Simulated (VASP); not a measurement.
Wanted: the native input for a VASP 6.6.1 run.

```
Task                   : single point
Functional             : PBEsol
Potentials or basis    : VASP PAW PBE potentials, release 64 (Ru_pv)
Cutoff                 : 520 eV
k mesh                 : 14 × 14 × 8
Occupations            : gaussian, width 0.1 eV
Spin                   : no spin polarisation
Dipole correction      : no
Further INCAR settings : ALGO = Normal; EDIFF = 1e-06; NBANDS = 21
```

The structure of Ru lies in POSCAR:

```
Ru
1.0
    2.7058000000      0.0000000000      0.0000000000
   -1.3529000000      2.3432920000      0.0000000000
    0.0000000000      0.0000000000      4.2819000000
Ru
2
Direct
    0.3702909799      0.6666666667      0.2500000000
    0.6666666667      0.3333333333      0.7500000000
```

These files were run (other wordings do the same):

INCAR

```
SYSTEM = Ru
PREC = Accurate
ENCUT = 520
EDIFF = 1E-6
ISMEAR = 0
SIGMA = 0.1
LREAL = .False.
LASPH = .True.
NELM = 80
ALGO = Normal
ISIF = 2
LWAVE = .False.
LCHARG = .False.
GGA = PS
NBANDS = 21
```

KPOINTS

```
Automatic mesh
0
Gamma
  14 14 8
  0 0 0
```

Potentials or basis: VASP PAW PBE potentials, release 64 (Ru_pv).

Launch:

```console
$ cat potpaw_PBE.64/Ru_pv/POTCAR > POTCAR
$ mpirun -np 1 vasp_std > vasp.out
```

It gave:

* Pressure: -5.8 GPa
* Largest force: 0.665 eV/Å
* Band gap on the k mesh: zero (band 14 reaches 14.34 eV, above the bottom of band 15 at 11.27 eV)

Caveat: the PAW data sets were made with another functional, which shifts forces and pressure a little.

It took 4.7 min on 1 thread of Intel Xeon 8259CL, with other jobs on the host, peak memory 0.32 GiB.
